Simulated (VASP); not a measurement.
# Sn: single point with PBE

The system is Sn.

```xyz
5
Lattice="6.1855 0.3665 -0.5687 0.5573 3.5664 -0.3218 0.5608 -1.2508 6.3561" Properties=species:S:1:pos:R:3 pbc="T T T"
Sn    2.0140    0.5261    6.7397
Sn    3.1413    1.8031    4.0201
Sn    3.7065   -0.4735    1.6209
Sn    5.3908   -0.4315    5.2566
Sn    6.5176    0.8456    2.5370
```

- Program: VASP 6.6.1
- Task: single point
- Functional: PBE
- Potentials or basis: VASP PAW PBE potentials, release 64 (Sn_d)
- Cutoff: 520 eV
- k mesh: 4 × 4 × 4
- Occupations: gaussian, width 0.1 eV
- Spin: no spin polarisation

The pressure is -0.1 GPa, the largest force is 0.004 eV/Å and the band gap on the k mesh is zero (band 35 reaches 10.47 eV, above the bottom of band 36 at 6.67 eV).

Forces in eV/Å, atoms in the order of the input:
```
Sn  -0.001 -0.004  0.000
Sn  -0.001  0.003  0.000
Sn   0.001  0.002  0.001
Sn   0.001 -0.003 -0.001
Sn  -0.001  0.003  0.000
```

Stress tensor (GPa, compression positive):
```
-0.02  0.00 -0.03
 0.00 -0.17  0.05
-0.03  0.05 -0.09
```

Levels at points of the mesh, in eV from the Fermi level:
```csv
k point,band 31,band 32,band 33,band 34,band 35,band 36,band 37,band 38,band 39,band 40
"(0.00, 0.00, 0.00)",-2.41,-2.41,-1.82,-1.82,2.64,2.64,2.67,2.70,4.07,4.09
"(0.50, 0.00, 0.00)",-4.36,-0.94,-0.93,1.76,1.76,2.35,2.36,2.46,2.46,3.96
"(0.00, 0.50, 0.00)",-4.28,-2.49,-2.49,-1.34,-1.34,-0.45,-0.43,1.19,1.22,1.43
"(0.50, 0.50, 0.00)",-4.29,-3.07,-3.07,-1.27,-1.27,0.18,0.18,1.63,1.64,2.45
"(0.00, 0.00, 0.50)",-4.42,-1.49,-1.49,1.54,1.54,1.87,1.87,3.14,3.14,4.26
"(0.50, 0.00, 0.50)",-1.27,-0.43,-0.15,-0.15,-0.13,-0.13,0.76,3.67,4.22,4.25
"(0.00, 0.50, 0.50)",-3.90,-2.72,-2.72,-1.21,-1.20,-0.65,-0.65,1.29,1.32,2.49
"(0.50, 0.50, 0.50)",-4.25,-2.88,-2.87,-0.58,-0.57,-0.08,-0.06,1.29,1.30,2.06
```

Run time: 2.3 min on 1 thread of AMD EPYC 9R45 96-Core Processor (Zen 5), with other jobs on the host, peak memory 0.28 GiB.

Caveat: the k points lie up to 0.46 Å⁻¹ apart; spin-orbit coupling is left out, which moves the levels of the heavy elements.
